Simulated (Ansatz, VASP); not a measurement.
Ti4Ru: VASP beside Ansatz

```xyz
5
Lattice="0.0000 2.3727 11.0539 1.5568 0.0000 11.0539 1.5568 2.3727 0.0000" Properties=species:S:1:pos:R:3 pbc="T T T"
Ti    1.5568    2.3727    9.0557
Ti    1.5568    2.3727   17.7543
Ti    1.5568    2.3727    4.3536
Ti    1.5568    2.3727   13.0521
Ru    0.0000    0.0000    0.0000
```

Alike in both runs: task single point; functional PBE; k mesh 6 × 6 × 6; occupations gaussian, width 0.1 eV; collinear spin.

|  | VASP | Ansatz |
| --- | --- | --- |
| version | VASP 6.6.1 | Ansatz 0.2.0 |
| potentials or method | VASP PAW PBE potentials, release 64 (Ti_sv, Ru_pv), cutoff 520 eV | scalar-relativistic, plane waves, PAW |
| valence electrons in the cell | 62 | 64 |

```csv
,VASP,Ansatz,Ansatz less VASP
gap on the k mesh at the Fermi level (eV),none,none,-
pressure (GPa),0.0,0.2,+0.20
"traceless stress, the component that is largest in VASP (GPa)",-0.43,-0.42,+0.010
rms of the force components (eV/Å),0.052,0.057,+0.0050
net moment per atom (μB),0.00,0.00,-0.001
```

Atom by atom the forces differ by 0.006 eV/Å (rms over components). A gap of «none» marks a metal or a gap that the smearing closes. VASP's potentials hold 62 valence electrons a cell and Ansatz's 64, so a difference there can come from the potentials and not from the codes. Ansatz's warnings: seeded moment not kept.

The k mesh is coarse, so the values compare programs but aren't converged.
